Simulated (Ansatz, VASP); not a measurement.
**BeS in VASP and in Ansatz**

INCAR

```
PREC = Accurate
ENCUT = 520
EDIFF = 1E-6
ISMEAR = -1
SIGMA = 0.08
LREAL = False
LASPH = True
NELM = 100
ALGO = Normal
ISIF = 2
LWAVE = False
LCHARG = False
GGA = PE
NBANDS = 11
```

File KPOINTS:

```
regular mesh
0
Gamma
  15 15 15
```

The input POSCAR:

```
BeS
1.0
    0.0000000000      2.3367938072      2.3367938072
    2.3367938072      0.0000000000      2.3367938072
    2.3367938072      2.3367938072      0.0000000000
Be S
1 1
Direct
    0.0000000000      0.0000000000      0.0000000000
    0.5000000000      0.5000000000      0.5000000000
```

Input for Ansatz:

```yaml
crystal:
  lattice:
    - [0.0, 2.3367938072, 2.3367938072]
    - [2.3367938072, 0.0, 2.3367938072]
    - [2.3367938072, 2.3367938072, 0.0]
  atoms:
    - { symbol: Be, position: [0.0, 0.0, 0.0] }
    - { symbol: S, position: [0.5, 0.5, 0.5] }
kpoints:
  mp_grid: { grid: [15, 15, 15] }
scf:
  occupations: { method: fermi_dirac, width: 0.08 }
hamiltonian:
  xc: pbe
  pseudopotentials: { kind: paw }
output:
  forces: true
  stress: true
  eigenvalues: true
```

Change from the starting cell: volume scaled by 1.029, to set the pressure.

Alike in both runs: task single point; functional PBE; k mesh 15 × 15 × 15; occupations fermi-dirac, width 0.08 eV; no spin polarisation.

```csv
,VASP,Ansatz
version,VASP 6.6.1,Ansatz 0.2.0
potentials or method,"VASP PAW PBE potentials, release 64 (Be, S)","PAW with Ansatz's default frozen-core files, scalar-relativistic"
plane-wave cutoff (eV),520,420
valence electrons in the cell,8,8
```

```tsv
	VASP	Ansatz	Ansatz less VASP
pressure (GPa)	-3.0	-2.9	+0.09
```
